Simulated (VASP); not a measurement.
# H6AuC16 in VASP: single point with PBE

Aim: the single point of H6AuC16 with PBE.

Everything below comes from runs of VASP 6.6.1. Logs are shortened: lines on timing, memory, paths and dates and some standing lists are left out, and cuts for length are marked.

## 1. The cell of the first run

The cell holds a slab with vacuum, 23 atoms: a = 5.049 Å, b = 5.049 Å, c = 17.776 Å, α = 90.00°, β = 90.00°, γ = 60.00°.

## 2. Single point, PBE, collinear spin

File INCAR:

```
SYSTEM = H6AuC16
PREC = Accurate ; ENCUT = 520
EDIFF = 1E-6 ; ISMEAR = -1
SIGMA = 0.05 ; LREAL = Auto
LASPH = .TRUE. ; NELM = 150
ALGO = Normal ; ISIF = 2
LWAVE = .FALSE. ; LCHARG = .TRUE.
ISPIN = 2 ; MAGMOM = 0 0 0 0 0 0 0 0 0 0 0 0 0 0 0 0 0 0 0 0 0 0 1
LORBIT = 11 ; LMAXMIX = 4
GGA = PE ; LELF = .TRUE.
LVHAR = .TRUE. ; NBANDS = 62
```

File KPOINTS:

```
Automatic mesh
0
G
  2 2 1
  0 0 0
```

File POSCAR:

```
H6AuC16
1.0
    5.0487420000      0.0000000000      0.0000000000
    2.5243710000      4.3723390000      0.0000000000
    0.0000000000      0.0000000000     17.7764260000
H C Au
6 16 1
Direct
    0.1666667000      0.1666667000      0.0562543000
    0.6666667000      0.1666667000      0.0562543000
    0.1666667000      0.6666667000      0.0562543000
    0.6666667000      0.6666667000      0.0562543000
    0.0016603962      0.4989904847      0.3247107952
    0.4992903206      0.4990208336      0.3247081884
    0.1666667000      0.1666667000      0.1181340000
    0.6666667000      0.1666667000      0.1181340000
    0.1666667000      0.6666667000      0.1181340000
    0.6666667000      0.6666667000      0.1181340000
   -0.1666667000      0.3333333000      0.1471210000
    0.3333333000      0.3333333000      0.1471210000
   -0.1666667000      0.8333333000      0.1471210000
    0.3333333000      0.8333333000      0.1471210000
   -0.1665570777      0.3331188425      0.2353649851
    0.3332091763      0.3335651100      0.2352073964
   -0.1663783210      0.8338192588      0.2360020167
    0.3325672498      0.8338053305      0.2359934214
   -0.0003467876      0.0007099728      0.2561090757
    0.4993562655      0.0012698117      0.2618708237
    0.0007956833      0.4996246224      0.2624733928
    0.4995735775      0.4996244405      0.2624699607
    0.4988288160      0.0020739228      0.3799600730
```

Potentials or basis: VASP PAW PBE potentials, release 64 (H, C, Au).

On the command line:

```sh
$ cat potpaw_PBE.64/H/POTCAR potpaw_PBE.64/C/POTCAR potpaw_PBE.64/Au/POTCAR > POTCAR
$ mpirun -np 1 vasp_std > vasp.out
```

OUTCAR:

```text
SYSTEM = H6AuC16
   PREC = Accurate
   ENCUT = 520
   EDIFF = 1E-6
   ISMEAR = -1
   LREAL = Auto
   LASPH = .TRUE.
   NELM = 150
   ISIF = 2
   ISPIN = 2
   LORBIT = 11
   GGA = PE

 ion  position               nearest neighbor table
   1  0.167  0.167  0.056-   7 1.10
   2  0.667  0.167  0.056-   8 1.10
   3  0.167  0.667  0.056-   9 1.10
   4  0.667  0.667  0.056-  10 1.10
   5  0.002  0.499  0.325-  21 1.11
   6  0.499  0.499  0.325-  22 1.11
   7  0.167  0.167  0.118-   1 1.10  12 1.55  11 1.55  14 1.55
   8  0.667  0.167  0.118-   2 1.10  11 1.55  12 1.55  13 1.55
   9  0.167  0.667  0.118-   3 1.10  14 1.55  13 1.55  12 1.55
  10  0.667  0.667  0.118-   4 1.10  13 1.55  14 1.55  11 1.55
  11  0.833  0.333  0.147-   8 1.55   7 1.55  10 1.55  15 1.57
  12  0.333  0.333  0.147-   7 1.55   8 1.55   9 1.55  16 1.57
  13  0.833  0.833  0.147-  10 1.55   9 1.55   8 1.55  17 1.58
  14  0.333  0.833  0.147-   9 1.55  10 1.55   7 1.55  18 1.58
  15  0.833  0.333  0.235-  19 1.50  21 1.54  22 1.54  11 1.57
  16  0.333  0.334  0.235-  20 1.53  21 1.53  22 1.53  12 1.57
  17  0.834  0.834  0.236-  19 1.50  20 1.53  21 1.54  13 1.58
  18  0.333  0.834  0.236-  19 1.50  20 1.53  22 1.54  14 1.58
  19  1.000  0.001  0.256-  17 1.50  18 1.50  15 1.50
  20  0.499  0.001  0.262-  16 1.53  18 1.53  17 1.53  23 2.10
  21  0.001  0.500  0.262-   5 1.11  16 1.53  17 1.54  15 1.54
  22  0.500  0.500  0.262-   6 1.11  16 1.53  18 1.54  15 1.54
  23  0.499  0.002  0.380-  20 2.10

  LATTYP: Found a hexagonal cell.
 ALAT       =     5.0487421480
 C/A-ratio  =     3.5209613561

  Lattice vectors:

 A1 = (  -2.5243710000,  -4.3723390000,   0.0000000000)
 A2 = (   5.0487420000,   0.0000000000,   0.0000000000)
 A3 = (   0.0000000000,   0.0000000000,  17.7764260000)

Analysis of symmetry for initial positions (statically):
=====================================================================
 Subroutine PRICEL returns:
 Original cell was already a primitive cell.

 Routine SETGRP: Setting up the symmetry group for a
 hexagonal supercell.

 Subroutine GETGRP returns: Found  1 space group operations
 (whereof  1 operations were pure point group operations)
 out of a pool of 24 trial point group operations.

The static configuration has the point symmetry C_1 .

Analysis of symmetry for dynamics (positions and initial velocities):
=====================================================================
 Subroutine PRICEL returns:
 Original cell was already a primitive cell.

 Routine SETGRP: Setting up the symmetry group for a
 hexagonal supercell.

 Subroutine GETGRP returns: Found  1 space group operations
 (whereof  1 operations were pure point group operations)
 out of a pool of 24 trial point group operations.

The dynamic configuration has the point symmetry C_1 .

Analysis of structural, dynamic, and magnetic symmetry:
=====================================================================
 Subroutine PRICEL returns:
 Original cell was already a primitive cell.

 Routine SETGRP: Setting up the symmetry group for a
 hexagonal supercell.

 Subroutine GETGRP returns: Found  1 space group operations
 (whereof  1 operations were pure point group operations)
 out of a pool of 24 trial point group operations.

The overall configuration has the point symmetry C_1 .

 Subroutine INISYM returns: Found  1 space group operations
 (whereof  1 operations are pure point group operations),
 and found     1 'primitive' translations

----------------------------------------------------------------------------------------

                                     Primitive cell

  volume of cell :     392.4113

  direct lattice vectors                    reciprocal lattice vectors
     5.048742000  0.000000000  0.000000000     0.198069143 -0.114355268  0.000000000
     2.524371000  4.372339000  0.000000000     0.000000000  0.228710537  0.000000000
     0.000000000  0.000000000 17.776426000     0.000000000  0.000000000  0.056254277

  length of vectors
     5.048742000  5.048742148 17.776426000     0.228710544  0.228710537  0.056254277

  position of ions in fractional coordinates (direct lattice)
     0.166666700  0.166666700  0.056254300
     0.666666700  0.166666700  0.056254300
     0.166666700  0.666666700  0.056254300
     0.666666700  0.666666700  0.056254300
     0.001660396  0.498990485  0.324710795
[... 83 lines left out ...]
   NGX,Y,Z   is equivalent  to a cutoff of  13.17, 13.17, 13.09 a.u.
   NGXF,Y,Z  is equivalent  to a cutoff of  26.34, 26.34, 26.19 a.u.
 SYSTEM =  H6AuC16
   PREC   = accura    normal or accurate (medium, high low for compatibility)
   ISTART =      0    job   : 0-new  1-cont  2-samecut
   ICHARG =      2    charge: 1-file 2-atom 10-const
   ISPIN  =      2    spin polarized calculation?
   LNONCOLLINEAR =      F non collinear calculations
   LSORBIT =      F    spin-orbit coupling
   LASPH  =      T    aspherical Exc in radial PAW
   ENCUT  =  520.0 eV  38.22 Ry    6.18 a.u.   9.39  9.39 33.05*2*pi/ulx,y,z
   NELM   =    150;   NELMIN=  2; NELMDL= -5     # of ELM steps
   EDIFF  = 0.1E-05   stopping-criterion for ELM
   LREAL  =      T    real-space projection
   EDIFFG = 0.1E-04   stopping-criterion for IOM
   NSW    =      0    number of steps for IOM
   IBRION =     -1    ionic relax: 0-MD 1-quasi-New 2-CG
   NFREE  =      0    steps in history (QN), initial steepest desc. (CG)
   ISIF   =      2    stress and relaxation
   ISYM   =      2    0-nonsym 1-usesym 2-fastsym
   POTIM  = 0.5000    time-step for ionic-motion
   TEBEG  =    0.0;   TEEND  =   0.0 temperature during run
   PSTRESS=    0.0 pullay stress
   NELECT =      81.0000    total number of electrons
   NUPDOWN=      -1.0000    fix difference up-down
   EMIN   =  10.00;   EMAX   =-10.00  energy-range for DOS
   EFERMI =   0.00;   METHOD = LEGACY
   ISMEAR =    -1;   SIGMA  =   0.05  broadening in eV -4-tet -1-fermi 0-gaus
   EFERMI_NEDOS =   21; number of points for ismear=-14 and -15
   IALGO  =     38    algorithm
   IMIX   =      4    mixing-type and parameters
     AMIX     =   0.40;   BMIX     =  1.00
     AMIX_MAG =   1.60;   BMIX_MAG =  1.00
  volume/ion in A,a.u.               =      17.06       115.14
  Fermi-wavevector in a.u.,A,eV,Ry     =   0.967511  1.828331 12.736114  0.936078
  Thomas-Fermi vector in A             =   2.097403
   LORBIT       =     11    0 simple, 1 ext, 2 COOP (PROOUT), +10 PAW based schemes
   GGA     = PE    functional components
   LHFCALC =     F    Hartree Fock is set to
   AEXX    =    0.0000 exact exchange contribution
   IVDW    =     0    specifies the selected vdW correction
   LEPSILON=     F    determine dielectric tensor
   LRPA    =     F    only Hartree local field effects (RPA)
 spin polarized calculation
  energy-cutoff  :      520.00
  volume of cell :      392.41
 maximum number of plane-waves:     10627
 NGX is ok and might be reduce to    40
   NGX = 19   NGY = 19   NGZ = 67

 number of electron      81.0000005 magnetization       0.9999820

 Free energy of the ion-electron system (eV)
  ---------------------------------------------------
  ext. energy  EPLUGINS =         0.00000000
  ---------------------------------------------------
  free energy    TOTEN  =      -166.35893154 eV

  energy without entropy =     -166.35892240  energy(sigma->0) =     -166.35892697

 E-fermi :   0.4917     XC(G=0):  -5.1911

 val. band max:       -0.0370538671   @ k =   0.0000   0.5000   0.0000
 cond. band min:       1.0314734445   @ k =   0.0000   0.0000   0.0000
 fundamental gap:      1.0685273116
 Fermi energy:         0.4917129518

 spin component 1

 k-point     1 :       0.0000    0.0000    0.0000
  band No.  band energies     occupation
      1     -20.2872      1.00000
      2     -17.5704      1.00000
      3     -15.0616      1.00000
      4     -15.0569      1.00000
      5     -15.0304      1.00000
      6     -14.0160      1.00000
[... 209 lines left out ...]
     51       6.4743      0.00000
     52       6.4865      0.00000
 Fermi energy:         0.4917129518

 spin component 2

 k-point     1 :       0.0000    0.0000    0.0000
  band No.  band energies     occupation
      1     -20.2177      1.00000
      2     -17.5085      1.00000
      3     -15.0153      1.00000
      4     -14.9883      1.00000
      5     -14.9630      1.00000
      6     -13.9043      1.00000
[... 209 lines left out ...]
     51       6.4972      0.00000
     52       6.5574      0.00000
 [bands above 52 left out]

------------------------ aborting loop because EDIFF is reached ----------------------------------------

  FORCE on cell =-STRESS in cart. coord.  units (eV):
  Direction    XX          YY          ZZ          XY          YZ          ZX
  --------------------------------------------------------------------------------------
  -------------------------------------------------------------------------------------
  Total        2.4863950      3.2052749     -1.3057858     -0.0001186     -0.0166323      0.0027238
  in kB       10.1517111     13.0868287     -5.3313977     -0.0004841     -0.0679081      0.0111209
  external PRESSURE =       5.9690474 kB  Pullay stress =       0.0000000 kB

 VOLUME and BASIS-vectors are now :
 -----------------------------------------------------------------------------
  energy-cutoff  :      520.00
  volume of cell :      392.41
      direct lattice vectors                 reciprocal lattice vectors
     5.048742000  0.000000000  0.000000000     0.198069143 -0.114355268  0.000000000
     2.524371000  4.372339000  0.000000000     0.000000000  0.228710537  0.000000000
     0.000000000  0.000000000 17.776426000     0.000000000  0.000000000  0.056254277

 POSITION                                       TOTAL-FORCE (eV/Angst)
 -----------------------------------------------------------------------------------
      1.26219      0.72872      1.00000        -0.005842     -0.005838     -0.194771
      3.78656      0.72872      1.00000         0.005908     -0.005801     -0.194767
      2.52437      2.91489      1.00000         0.000009      0.008095     -0.172777
      5.04874      2.91489      1.00000         0.000093      0.001896     -0.228674
      1.26802      2.18176      5.77220         0.008444      0.001283      0.008452
      3.78050      2.18189      5.77215        -0.007455      0.000959      0.008055
[... 15 lines left out ...]
      3.78346      2.18453      4.66578        -0.003478     -0.000619      0.014553
      2.52369      0.00907      6.75433         0.000915     -0.004930      0.057139
 -----------------------------------------------------------------------------------
    total drift:                               -0.001166      0.000406      0.003751

  FREE ENERGIE OF THE ION-ELECTRON SYSTEM (eV)
  ---------------------------------------------------
  free  energy   TOTEN  =      -166.3589315448 eV

  energy  without entropy=     -166.3589223963  energy(sigma->0) =     -166.35892697

 total charge

# of ion       s       p       d       tot
------------------------------------------
    1        0.651   0.043   0.000   0.694
    2        0.651   0.043   0.000   0.694
    3        0.650   0.044   0.000   0.694
    4        0.651   0.044   0.000   0.694
    5        0.636   0.046   0.000   0.682
    6        0.636   0.046   0.000   0.682
[... 15 lines left out ...]
   22        0.836   1.769   0.000   2.606
   23        0.754   0.070   8.843   9.667
--------------------------------------------------
tot         17.917  28.150   8.843  54.910

 magnetization (x)

# of ion       s       p       d       tot
------------------------------------------
    1        0.001  -0.000   0.000   0.001
    2        0.001  -0.000   0.000   0.001
    3        0.001  -0.000   0.000   0.001
    4        0.004   0.000   0.000   0.004
    5       -0.001   0.000   0.000  -0.001
    6       -0.001   0.000   0.000  -0.001
[... 15 lines left out ...]
   22        0.002   0.008   0.000   0.011
   23       -0.003   0.006   0.030   0.032
--------------------------------------------------
tot          0.061   0.466   0.030   0.557
```

Run time: 12 min. Hardware: 1 thread of AMD EPYC 7R13 (Zen 3), shared host; peak memory 0.7 GiB.

What came out:

```yaml
Free_energy: -166.3589 eV
Largest_force: 1.417 eV/Å
Band_gap_on_the_k_mesh: 1.07 eV (least direct gap 1.18 eV)
Net_moment: 1.00 μB per cell
Site_moments: H +0.00, -0.00 (each value once); C -0.00, +0.01, +0.03, +0.00, -0.01, +0.41 (each value once); Au +0.03 μB
Valence_electrons_inside_the_program's_atomic_spheres: H 0.69, 0.68 (each value once); C 2.59, 2.55, 2.58, 2.53, 2.49, 2.61 (each value once); Au 9.67
```

Forces in eV/Å, atoms in the order of the input:
```
H   -0.006 -0.006 -0.195
H    0.006 -0.006 -0.195
H    0.000  0.008 -0.173
H    0.000  0.002 -0.229
H    0.008  0.001  0.008
H   -0.007  0.001  0.008
C   -0.004  0.010  1.276
C    0.004  0.010  1.277
C    0.000 -0.012  1.417
C    0.000 -0.016  1.236
C    0.000  0.130 -1.140
C    0.000 -0.155 -0.935
C   -0.240  0.021 -1.236
C    0.240  0.021 -1.238
C   -0.001  0.015  0.016
C    0.001  0.006  0.023
C   -0.009 -0.015  0.002
C    0.008 -0.014  0.004
C   -0.001 -0.003  0.025
C    0.000  0.008 -0.038
C    0.003  0.000  0.013
C   -0.003 -0.001  0.015
Au   0.001 -0.005  0.057
```

Caveat: the k points lie up to 0.72 Å⁻¹ apart; there is no dipole correction, which matters where the two faces differ; spin-orbit coupling is left out, which moves the levels of the heavy elements.
